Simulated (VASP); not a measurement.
## HfC: single point with PBE

The system is HfC.

```
CELL_PARAMETERS angstrom
0.00000 2.40082 2.40082
2.40082 0.00000 2.40082
2.40082 2.40082 0.00000
ATOMIC_POSITIONS crystal
Hf 0.50000 0.50000 0.50000
C 0.00000 0.00000 0.00000
```

This cell differs from its parent crystal: volume scaled by 1.10.

```yaml
Program: VASP 6.6.1
Task: single point
Functional: PBE
Potentials_or_basis: VASP PAW PBE potentials, release 64 (Hf_pv, C)
Cutoff: 520 eV
k_mesh: 16 × 16 × 16
Occupations: gaussian, width 0.1 eV
Spin: no spin polarisation
```

- Pressure: -19.3 GPa
- Band gap on the k mesh: zero (band 7 reaches 6.19 eV, above the bottom of band 8 at 4.84 eV)

Levels at points of the mesh, in eV from the Fermi level:
```tsv
k point	band 5	band 6	band 7	band 8	band 9	band 10
(0.00, 0.00, 0.00)	0.96	0.96	0.96	1.36	1.36	1.36
(0.50, 0.00, 0.00)	-5.70	-2.66	-2.66	4.77	4.77	5.19
(0.50, 0.50, 0.00)	-2.63	-1.46	-0.17	-0.17	4.77	5.99
```

It took 76 s on 1 thread of Intel(R) Xeon(R) Platinum 8259CL CPU @ 2.50GHz (Skylake/Cascade Lake) (shared host), peak memory 0.2 GiB.

Caveat: spin-orbit coupling is left out, which moves the levels of the heavy elements.
